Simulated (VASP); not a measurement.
# Ti: relaxation of cell and atoms with LDA

Ti:

```
Ti
1.0
     1.64000    1.64000    1.64000
    -1.64000    1.64000    1.64000
    -1.64000   -1.64000    1.64000
Ti
1
Direct
  0.00000 0.00000 0.00000
```

```
Program                : VASP 6.6.1
Task                   : relaxation of cell and atoms
Functional             : LDA
Potentials or basis    : VASP PAW LDA potentials, release 64 (Ti_sv)
Cutoff                 : 600 eV
k mesh                 : 9 × 9 × 9
Occupations            : fermi-dirac, width 0.1 eV
Spin                   : no spin polarisation
Dipole correction      : no
Further INCAR settings : ALGO = Normal; EDIFF = 1e-06; IBRION = 2; EDIFFG = -0.02; NSW = 50; ISIF = 3
```

* Relaxed volume: 15.88 Å³/atom
* Relaxed cell: a = 2.743 Å, b = 2.743 Å, c = 2.743 Å, α = 70.53°, β = 109.47°, γ = 70.53°
* Space group after relaxing (to 0.05 Å): Im-3m (No. 229)
* Energy gained by relaxing: 61.9 meV/atom
* Ionic steps: 3
* Pressure after relaxing: 0.0 GPa
* Band gap on the k mesh: zero (band 6 reaches 9.84 eV, above the bottom of band 7 at 8.27 eV)

Step by step:
```tsv
step	energy change (eV)	largest force (eV/Å)	pressure (GPa)	volume (Å³)
1	0.0000	0.0000	-10.37	17.64
2	-0.0371	0.0000	8.43	14.88
3	-0.0619	0.0000	0.01	15.88
```

Final structure:
```
Ti
1.0
     1.58342    1.58342    1.58342
    -1.58342    1.58342    1.58342
    -1.58342   -1.58342    1.58342
Ti
1
Direct
  0.00000 0.00000 0.00000
```

Levels at points of the mesh, in eV from the Fermi level:
```csv
k point,band 2,band 3,band 4,band 5,band 6,band 7,band 8,band 9,band 10
"(0.00, 0.00, 0.00)",-31.77,-31.77,-31.77,-6.05,1.03,1.03,1.03,3.01,3.01
```

Wall time 26 s on 1 thread of Intel Xeon 8259CL (shared host), peak memory 0.14 GiB.
